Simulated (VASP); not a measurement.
Crystal: CdTe.

```xyz
2
Lattice="0.0000 3.2679 3.2679 3.2679 0.0000 3.2679 3.2679 3.2679 0.0000" Properties=species:S:1:pos:R:3 pbc="T T T"
Te    4.9018    4.9018    4.9018
Cd    0.0000    0.0000    0.0000
```

```yaml
Program: VASP 6.6.1
Task: relaxation of cell and atoms
Functional: LAK
Potentials_or_basis: VASP PAW PBE potentials, release 64 (Te, Cd)
Cutoff: 720 eV
k_mesh: 7 × 7 × 7
Occupations: gaussian, width 0.03 eV
Spin: no spin polarisation
```

At the start: pressure 3.2 GPa; volume 34.90 Å³/atom.

Task: How do energy, volume and symmetry change on relaxing?

Result: Over 8 steps the energy falls by 24.9 meV/atom and the volume is 37.58 Å³/atom (+7.7 %); space group F-43m (No. 216, to 0.1 Å) before and after.

Step by step:
| step | energy change (eV) | largest force (eV/Å) | pressure (GPa) | volume (Å³) |
| --- | --- | --- | --- | --- |
| 1 | 0.0000 | 0.0000 | 3.19 | 69.79 |
| 2 | -0.0439 | 0.0000 | -0.88 | 77.05 |
| 3 | -0.0493 | 0.0000 | 0.02 | 75.09 |
| 4 | -0.0493 | 0.0000 | -0.04 | 75.20 |
| 5 | -0.0493 | 0.0000 | 0.01 | 75.12 |
| 6 | -0.0498 | 0.0000 | 0.01 | 75.12 |
| 7 | -0.0498 | 0.0000 | 0.00 | 75.15 |
| 8 | -0.0498 | 0.0000 | 0.00 | 75.15 |

Final structure:
```
CELL_PARAMETERS angstrom
0.00000 3.34944 3.34944
3.34944 0.00000 3.34944
3.34944 3.34944 0.00000
ATOMIC_POSITIONS crystal
Te 0.75000 0.75000 0.75000
Cd 0.00000 0.00000 0.00000
```

Caveat: the PAW data sets were made with another functional, which shifts forces and pressure a little.
